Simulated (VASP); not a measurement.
# Si (I4/mmm) in VASP: notebook

The runs below take Si through single point, with PBEsol.

Everything below comes from runs of VASP 6.6.1. Logs are shortened: lines on timing, memory, paths and dates and some standing lists are left out, and cuts for length are marked.

### Step 1. The cell of the first run

Symmetry: I4/mmm, No. 139, tetragonal system. The conventional cell has a = 6.726 Å, b = 6.726 Å, c = 4.044 Å, α = 90.00°, β = 90.00°, γ = 90.00°. Si (site symmetry m2m) has 4 Si at 2.40 to 2.43 Å within 3.2 Å.

### Step 2. Single point, PBEsol (22.87 Å³/atom)

INCAR reads:

```
SYSTEM = Si
  ALGO = Normal
  EDIFF = 1E-7
  ENCUT = 520
  GGA = PS
  ISIF = 2
  ISMEAR = 0
  LASPH = .TRUE.
  LCHARG = .FALSE.
  LREAL = .FALSE.
  LWAVE = .FALSE.
  NBANDS = 16
  NELM = 100
  PREC = Accurate
  SIGMA = 0.03
```

KPOINTS reads:

```
k-points
0
G
  12 12 12
  0 0 0
```

POSCAR reads:

```
Si
1.0
   -3.3631718883      3.3631718883      2.0219389392
    3.3631718883     -3.3631718883      2.0219389392
    3.3631718883      3.3631718883     -2.0219389392
Si
4
Direct
    0.1787304307      0.1787304307      0.3574608614
    0.8212695693      0.8212695693      0.6425391386
    0.1787304307      0.8212695693      0.0000000000
    0.8212695693      0.1787304307      0.0000000000
```

Potentials or basis: VASP PAW PBE potentials, release 64 (Si).

Started as:

```
$ cat potpaw_PBE.64/Si/POTCAR > POTCAR
$ mpirun -np 1 vasp_std > vasp.out
```

OUTCAR:

```text
SYSTEM = Si
   EDIFF = 1E-7
   ENCUT = 520
   GGA = PS
   ISIF = 2
   ISMEAR = 0
   LASPH = .TRUE.
   LREAL = .FALSE.
   NELM = 100
   PREC = Accurate

 ion  position               nearest neighbor table
   1  0.179  0.179  0.357-   3 2.40   4 2.40   2 2.43   2 2.43
   2  0.821  0.821  0.643-   3 2.40   4 2.40   1 2.43   1 2.43
   3  0.179  0.821  0.000-   1 2.40   2 2.40   4 2.43   4 2.43
   4  0.821  0.179  0.000-   1 2.40   2 2.40   3 2.43   3 2.43

  LATTYP: Found a body centered tetragonal cell.
 ALAT       =     6.7263437766
 C/A-ratio  =     0.6012000000

  Lattice vectors:

 A1 = (  -3.3631718883,   3.3631718883,   2.0219389392)
 A2 = (   3.3631718883,  -3.3631718883,   2.0219389392)
 A3 = (   3.3631718883,   3.3631718883,  -2.0219389392)

Analysis of symmetry for initial positions (statically):
=====================================================================
 Subroutine PRICEL returns:
 Original cell was already a primitive cell.

 Routine SETGRP: Setting up the symmetry group for a
 body centered tetragonal supercell.

 Subroutine GETGRP returns: Found 16 space group operations
 (whereof 16 operations were pure point group operations)
 out of a pool of 16 trial point group operations.

The static configuration has the point symmetry D_4h.

Analysis of symmetry for dynamics (positions and initial velocities):
=====================================================================
 Subroutine PRICEL returns:
 Original cell was already a primitive cell.

 Routine SETGRP: Setting up the symmetry group for a
 body centered tetragonal supercell.

 Subroutine GETGRP returns: Found 16 space group operations
 (whereof 16 operations were pure point group operations)
 out of a pool of 16 trial point group operations.

The dynamic configuration has the point symmetry D_4h.

 Subroutine INISYM returns: Found 16 space group operations
 (whereof 16 operations are pure point group operations),
 and found     1 'primitive' translations

----------------------------------------------------------------------------------------

                                     Primitive cell

  volume of cell :      91.4800

  direct lattice vectors                    reciprocal lattice vectors
    -3.363171888  3.363171888  2.021938939     0.000000000  0.148669178  0.247287389
     3.363171888 -3.363171888  2.021938939     0.148669178  0.000000000  0.247287389
     3.363171888  3.363171888 -2.021938939     0.148669178  0.148669178  0.000000000

  length of vectors
     5.168180277  5.168180277  5.168180277     0.288536959  0.288536959  0.210249968

  position of ions in fractional coordinates (direct lattice)
     0.178730431  0.178730431  0.357460861
     0.821269569  0.821269569  0.642539139
     0.178730431  0.821269569  0.000000000
     0.821269569  0.178730431  0.000000000

  ion indices of the primitive-cell ions
   primitive index   ion index
                 1           1
                 2           2
                 3           3
                 4           4

----------------------------------------------------------------------------------------

 KPOINTS: k-points

Automatic generation of k-mesh.
 Grid dimensions read from file:
 generate k-points for:   12   12   12

 Generating k-lattice:

  Cartesian coordinates                     Fractional coordinates (reciprocal lattice)
     0.000000000  0.012389098  0.020607282     0.083333333 -0.000000000  0.000000000
     0.012389098  0.000000000  0.020607282    -0.000000000  0.083333333  0.000000000
     0.012389098  0.012389098  0.000000000     0.000000000  0.000000000  0.083333333

  Length of vectors
     0.024044747  0.024044747  0.017520831

  Shift w.r.t. Gamma in fractional coordinates (k-lattice)
     0.000000000  0.000000000  0.000000000

 Subroutine IBZKPT returns following result:
 ===========================================

 Found    163 irreducible k-points:

 Following reciprocal coordinates:
            Coordinates               Weight
  0.000000  0.000000  0.000000      1.000000
  0.083333  0.000000  0.000000      8.000000
  0.166667 -0.000000  0.000000      8.000000
  0.250000  0.000000  0.000000      8.000000
  0.333333  0.000000  0.000000      8.000000
  0.416667  0.000000 -0.000000      8.000000
[... 16 lines left out ...]
  0.500000  0.166667 -0.000000     16.000000
 -0.416667  0.166667  0.000000     16.000000
 [... further k-points ...]
   k-points           NKPTS =    163   k-points in BZ     NKDIM =    163   number of bands    NBANDS=     16
   number of dos      NEDOS =    301   number of ions     NIONS =      4
   total plane-waves  NPLWV =  64000
   dimension x,y,z NGX =    40 NGY =   40 NGZ =   40
   dimension x,y,z NGXF=    80 NGYF=   80 NGZF=   80
   ions per type =               4
   NGX,Y,Z   is equivalent  to a cutoff of  12.87, 12.87, 12.87 a.u.
   NGXF,Y,Z  is equivalent  to a cutoff of  25.73, 25.73, 25.73 a.u.
 SYSTEM =  Si
   PREC   = accura    normal or accurate (medium, high low for compatibility)
   ISTART =      0    job   : 0-new  1-cont  2-samecut
   ICHARG =      2    charge: 1-file 2-atom 10-const
   ISPIN  =      1    spin polarized calculation?
   LNONCOLLINEAR =      F non collinear calculations
   LSORBIT =      F    spin-orbit coupling
   LASPH  =      T    aspherical Exc in radial PAW
   ENCUT  =  520.0 eV  38.22 Ry    6.18 a.u.   9.61  9.61  9.61*2*pi/ulx,y,z
   NELM   =    100;   NELMIN=  2; NELMDL= -5     # of ELM steps
   EDIFF  = 0.1E-06   stopping-criterion for ELM
   LREAL  =      F    real-space projection
   EDIFFG = 0.1E-05   stopping-criterion for IOM
   NSW    =      0    number of steps for IOM
   IBRION =     -1    ionic relax: 0-MD 1-quasi-New 2-CG
   NFREE  =      0    steps in history (QN), initial steepest desc. (CG)
   ISIF   =      2    stress and relaxation
   ISYM   =      2    0-nonsym 1-usesym 2-fastsym
   POTIM  = 0.5000    time-step for ionic-motion
   TEBEG  =    0.0;   TEEND  =   0.0 temperature during run
   PSTRESS=    0.0 pullay stress
   NELECT =      16.0000    total number of electrons
   NUPDOWN=      -1.0000    fix difference up-down
   EMIN   =  10.00;   EMAX   =-10.00  energy-range for DOS
   EFERMI =   0.00;   METHOD = LEGACY
   ISMEAR =     0;   SIGMA  =   0.03  broadening in eV -4-tet -1-fermi 0-gaus
   EFERMI_NEDOS =   21; number of points for ismear=-14 and -15
   IALGO  =     38    algorithm
   IMIX   =      4    mixing-type and parameters
     AMIX     =   0.40;   BMIX     =  1.00
     AMIX_MAG =   1.60;   BMIX_MAG =  1.00
  volume/ion in A,a.u.               =      22.87       154.33
  Fermi-wavevector in a.u.,A,eV,Ry     =   0.915530  1.730102 11.404348  0.838196
  Thomas-Fermi vector in A             =   2.040282
   LORBIT       =      0    0 simple, 1 ext, 2 COOP (PROOUT), +10 PAW based schemes
   GGA     = PS    functional components
   LHFCALC =     F    Hartree Fock is set to
   AEXX    =    0.0000 exact exchange contribution
   IVDW    =     0    specifies the selected vdW correction
   LEPSILON=     F    determine dielectric tensor
   LRPA    =     F    only Hartree local field effects (RPA)
 non-spin polarized calculation
 Gauss-broadening in eV      SIGMA  =   0.03
  energy-cutoff  :      520.00
  volume of cell :       91.48
 maximum number of plane-waves:      2493
   NGX = 19   NGY = 19   NGZ = 19

 number of electron      16.0000000 magnetization

 Free energy of the ion-electron system (eV)
  ---------------------------------------------------
  ext. energy  EPLUGINS =         0.00000000
  ---------------------------------------------------
  free energy    TOTEN  =       -22.37362858 eV

  energy without entropy =      -22.37357055  energy(sigma->0) =      -22.37359956

 E-fermi :   4.7404     XC(G=0):  -8.9652

 val. band max:        4.7098000873   @ k =   0.5000   0.5000   0.4167
 cond. band min:       4.7561140503   @ k =   0.5000   0.5000   0.5000
 fundamental gap:      0.0463139630
 Fermi energy:         4.7403830033

 k-point     1 :       0.0000    0.0000    0.0000
  band No.  band energies     occupation
      1      -6.8778      2.00000
      2      -2.6536      2.00000
      3      -0.7078      2.00000
      4      -0.7078      2.00000
      5       1.1770      2.00000
      6       3.1610      2.00000
[... 8 lines left out ...]
     15       9.8700      0.00000
     16      11.2203      0.00000

 k-point     2 :       0.0833    0.0000    0.0000
  band No.  band energies     occupation
      1      -6.8089      2.00000
      2      -2.6850      2.00000
      3      -0.8204      2.00000
      4      -0.6086      2.00000
      5       1.2322      2.00000
      6       2.7697      2.00000
[... 8 lines left out ...]
     15       9.6105      0.00000
     16      11.5564      0.00000

 k-point     3 :       0.1667   -0.0000    0.0000
  band No.  band energies     occupation
      1      -6.6051      2.00000
      2      -2.7412      2.00000
      3      -1.1414      2.00000
      4      -0.4186      2.00000
      5       1.3308      2.00000
      6       2.0256      2.00000
[... 8 lines left out ...]
     15       9.6210      0.00000
     16      11.9144      0.00000

 k-point     4 :       0.2500    0.0000    0.0000
  band No.  band energies     occupation
      1      -6.2764      2.00000
      2      -2.7621      2.00000
      3      -1.6541      2.00000
      4      -0.4056      2.00000
      5       1.2478      2.00000
      6       1.5208      2.00000
[... 8 lines left out ...]
     15      10.2902      0.00000
     16      10.6110      0.00000

 k-point     5 :       0.3333    0.0000    0.0000
  band No.  band energies     occupation
      1      -5.8491      2.00000
      2      -2.7215      2.00000
      3      -2.3078      2.00000
      4      -0.6739      2.00000
      5       0.8968      2.00000
      6       1.4668      2.00000
[... 8 lines left out ...]
     15      10.8988      0.00000
     16      10.9280      0.00000

 k-point     6 :       0.4167    0.0000   -0.0000
  band No.  band energies     occupation
      1      -5.3991      2.00000
      2      -2.9453      2.00000
      3      -2.6400      2.00000
      4      -0.9932      2.00000
      5       0.7070      2.00000
      6       1.4401      2.00000
[... 8 lines left out ...]
     15      10.3244      0.00000
     16      11.8974      0.00000
[... 267 lines left out ...]
 k-point    21 :       0.3333    0.1667    0.0000
  band No.  band energies     occupation
      1      -5.1717      2.00000
      2      -3.0969      2.00000
      3      -2.7600      2.00000
      4      -1.1847      2.00000
      5       0.5898      2.00000
      6       1.9852      2.00000
[... 8 lines left out ...]
     15      11.2241      0.00000
     16      12.5112      0.00000

 k-point    22 :       0.4167    0.1667   -0.0000
  band No.  band energies     occupation
      1      -5.1488      2.00000
      2      -3.3446      2.00000
      3      -2.8616      2.00000
      4      -0.8631      2.00000
      5       0.5701      2.00000
      6       2.1511      2.00000
[... 8 lines left out ...]
     15      11.3285      0.00000
     16      12.0924      0.00000

 k-point    23 :       0.5000    0.1667   -0.0000
  band No.  band energies     occupation
      1      -5.5033      2.00000
      2      -3.5083      2.00000
      3      -2.4703      2.00000
      4      -0.4455      2.00000
      5       0.7075      2.00000
      6       2.0993      2.00000
[... 8 lines left out ...]
     15      11.0093      0.00000
     16      11.0732      0.00000

 k-point    24 :      -0.4167    0.1667    0.0000
  band No.  band energies     occupation
      1      -5.9438      2.00000
      2      -3.6025      2.00000
      3      -1.8898      2.00000
      4      -0.0612      2.00000
      5       1.0720      2.00000
      6       2.1012      2.00000
[... 8 lines left out ...]
     15      10.3989      0.00000
     16      10.5004      0.00000

 [... further k-points ...]

------------------------ aborting loop because EDIFF is reached ----------------------------------------

  FORCE on cell =-STRESS in cart. coord.  units (eV):
  Direction    XX          YY          ZZ          XY          YZ          ZX
  --------------------------------------------------------------------------------------
  -------------------------------------------------------------------------------------
  Total       -1.9897380     -1.9897380     -5.4619885      0.0000000      0.0000000     -0.0000000
  in kB      -34.8481975    -34.8481975    -95.6610641      0.0000000      0.0000000     -0.0000000
  external PRESSURE =     -55.1191531 kB  Pullay stress =       0.0000000 kB

 VOLUME and BASIS-vectors are now :
 -----------------------------------------------------------------------------
  energy-cutoff  :      520.00
  volume of cell :       91.48
      direct lattice vectors                 reciprocal lattice vectors
    -3.363171888  3.363171888  2.021938939     0.000000000  0.148669178  0.247287389
     3.363171888 -3.363171888  2.021938939     0.148669178  0.000000000  0.247287389
     3.363171888  3.363171888 -2.021938939     0.148669178  0.148669178  0.000000000

 POSITION                                       TOTAL-FORCE (eV/Angst)
 -----------------------------------------------------------------------------------
      1.20220      1.20220      0.00000         0.166587      0.166587     -0.000000
      2.16097      2.16097      2.02194        -0.166587     -0.166587      0.000000
      2.16097     -2.16097      2.02194        -0.166587      0.166587     -0.000000
     -2.16097      2.16097      2.02194         0.166587     -0.166587     -0.000000
 -----------------------------------------------------------------------------------
    total drift:                               -0.000000     -0.000000      0.000000

  FREE ENERGIE OF THE ION-ELECTRON SYSTEM (eV)
  ---------------------------------------------------
  free  energy   TOTEN  =       -22.3736285768 eV

  energy  without entropy=      -22.3735705488  energy(sigma->0) =      -22.37359956
```

It took 3.6 min on 1 thread of Intel Xeon Platinum 8488C (Sapphire Rapids), shared host; peak memory 0.34 GiB.

Results:

```yaml
Free_energy: -22.3736 eV
Pressure: -5.5 GPa
Largest_force: 0.236 eV/Å
Band_gap_on_the_k_mesh: zero (filled and empty bands touch)
```

Forces on the atoms (eV/Å):
```
Si   0.167  0.167  0.000
Si  -0.167 -0.167  0.000
Si  -0.167  0.167  0.000
Si   0.167 -0.167  0.000
```

Caveat: the stress differs along the axes, from -10 to -3 GPa; semilocal functionals underestimate gaps, and a narrow one can read as zero; the PAW data sets were made with another functional, which shifts forces and pressure a little.

### Step 3. Single point, PBEsol (22.87 Å³/atom)

INCAR reads:

```
ALGO = Normal
EDIFF = 1E-7
ENCUT = 520
GGA = PS
ISIF = 2
ISMEAR = 0
LASPH = T
LCHARG = T
LELF = T
LREAL = F
LVHAR = T
LWAVE = F
NBANDS = 16
NELM = 60
PREC = Accurate
SIGMA = 0.03
```

KPOINTS reads:

```
k-points
0
Gamma
  12 12 12
```

POSCAR reads:

```
Si
1.0
   -3.3183363492      3.3183363492      2.0769467210
    3.3183363492     -3.3183363492      2.0769467210
    3.3183363492      3.3183363492     -2.0769467210
Si
4
Direct
    0.1787304307      0.1787304307      0.3574608614
    0.8212695693      0.8212695693      0.6425391386
    0.1787304307      0.8212695693      0.0000000000
    0.8212695693      0.1787304307      0.0000000000
```

Potentials or basis: VASP PAW PBE potentials, release 64 (Si).

Started as:

```
$ cat potpaw_PBE.64/Si/POTCAR > POTCAR
$ mpirun -np 1 vasp_std > vasp.out
```

Run time: 3.2 min. Hardware: 1 thread of Intel Xeon Platinum 8488C (Sapphire Rapids), shared host; peak memory 0.34 GiB.

It converged, with:

- Free energy: -22.2391 eV
- Pressure: -5.2 GPa
- Largest force: 0.612 eV/Å
- Band gap on the k mesh: zero (bands 8 and 9 overlap by 0.16 eV)

Forces in eV/Å, atoms in the order of the input:
```
Si   0.433  0.433  0.000
Si  -0.433 -0.433  0.000
Si  -0.433  0.433  0.000
Si   0.433 -0.433  0.000
```

Stress tensor (GPa, compression positive):
```
 -1.41   0.00   0.00
  0.00  -1.41   0.00
  0.00   0.00 -12.85
```

Levels at points of the mesh, in eV from the Fermi level:
```tsv
k point	band 4	band 5	band 6	band 7	band 8	band 9	band 10	band 11	band 12	band 13
(0.00, 0.00, 0.00)	-5.38	-3.51	-1.60	-1.60	-0.64	0.92	1.22	1.22	2.59	2.59
(0.50, 0.00, 0.00)	-5.64	-3.98	-3.22	-2.25	-1.01	1.04	2.62	3.20	3.59	4.40
(0.50, 0.50, 0.00)	-4.89	-2.47	-2.21	-1.76	-1.33	0.94	1.43	2.01	4.04	4.16
(0.50, 0.50, 0.50)	-4.60	-3.20	-0.31	-0.19	0.15	0.15	2.06	4.06	4.06	4.17
```

Caveat: the stress differs along the axes, from -13 to -1 GPa; semilocal functionals underestimate gaps, and a narrow one can read as zero; the PAW data sets were made with another functional, which shifts forces and pressure a little.

### Step 4. Single point, PBEsol (22.87 Å³/atom)

INCAR reads:

```
PREC = Accurate
ENCUT = 520
EDIFF = 1E-6
ISMEAR = 0
SIGMA = 0.03
LREAL = False
LASPH = True
NELM = 80
ALGO = Normal
ISIF = 2
LWAVE = False
LCHARG = False
GGA = PS
NBANDS = 16
```

KPOINTS reads:

```
regular mesh
0
Gamma
  12 12 12
```

POSCAR reads:

```
Si
1.0
   -3.5011185363      3.5011185363      1.8657460680
    3.5011185363     -3.5011185363      1.8657460680
    3.5011185363      3.5011185363     -1.8657460680
Si
4
Direct
    0.1787304307      0.1787304307      0.3574608614
    0.8212695693      0.8212695693      0.6425391386
    0.1787304307      0.8212695693      0.0000000000
    0.8212695693      0.1787304307      0.0000000000
```

Started as:

```
$ cat potpaw_PBE.64/Si/POTCAR > POTCAR
$ mpirun -np 1 vasp_std > vasp.out
```

Wall time 3 min (1 thread of Intel Xeon Platinum 8488C (Sapphire Rapids), shared host); peak memory 0.34 GiB.

The run converged. Its results:

```yaml
Free_energy: -22.2489 eV
Pressure: -4.9 GPa
Largest_force: 0.707 eV/Å
Band_gap_on_the_k_mesh: zero (bands 8 and 9 overlap by 0.06 eV)
```

Forces in eV/Å, atoms in the order of the input:
```
Si  -0.500 -0.500  0.000
Si   0.500  0.500  0.000
Si   0.500 -0.500  0.000
Si  -0.500  0.500  0.000
```

Stress tensor (GPa, compression positive):
```
-8.79  0.00  0.00
 0.00 -8.79  0.00
 0.00  0.00  2.93
```

Levels at points of the mesh, in eV from the Fermi level:
```csv
k point,band 5,band 6,band 7,band 8,band 9,band 10,band 11,band 12
"(0.00, 0.00, 0.00)",-3.46,-0.96,-0.96,-0.34,1.05,1.05,2.20,2.73
"(0.50, 0.00, 0.00)",-4.05,-3.22,-2.02,-1.52,0.82,1.90,2.84,3.37
"(0.50, 0.50, 0.00)",-2.71,-2.05,-1.32,-1.04,1.77,2.23,2.50,3.39
"(0.50, 0.50, 0.50)",-2.09,-0.12,-0.12,0.03,1.22,2.10,2.62,3.98
```

Caveat: the stress differs along the axes, from -9 to 3 GPa; semilocal functionals underestimate gaps, and a narrow one can read as zero; the PAW data sets were made with another functional, which shifts forces and pressure a little.

### Step 5. Overview

| cell | gap on the mesh (eV) | pressure (GPa) | largest force (eV/Å) |
| --- | --- | --- | --- |
| a = 5.168 Å, angles 98.8, 98.8, 133.9°, 4 atoms | none | -5.5 | 0.24 |
| a = 5.132 Å, angles 99.4, 99.4, 132.3°, 4 atoms | none | -5.2 | 0.61 |
| a = 5.291 Å, angles 97.1, 97.1, 138.7°, 4 atoms | none | -4.9 | 0.71 |

Alike in all rows: task single point; level PBEsol; potentials or basis VASP PAW PBE potentials, release 64 (Si); no spin polarisation; k mesh 12 × 12 × 12; cutoff (eV) 520; smearing gaussian 0.03 eV.

Caveats: semilocal functionals underestimate gaps, and a narrow one can read as zero; the PAW data sets were made with another functional, which shifts forces and pressure a little; the stress differs along the axes, from -10 to -3 GPa (at least some runs); the stress differs along the axes, from -13 to -1 GPa (at least some runs); the stress differs along the axes, from -9 to 3 GPa (at least some runs).

Total energies depend on the potentials used, so only differences within one code and one set of settings carry meaning.

The gap in the log of VASP goes by the Fermi energy; the results here count the filled bands.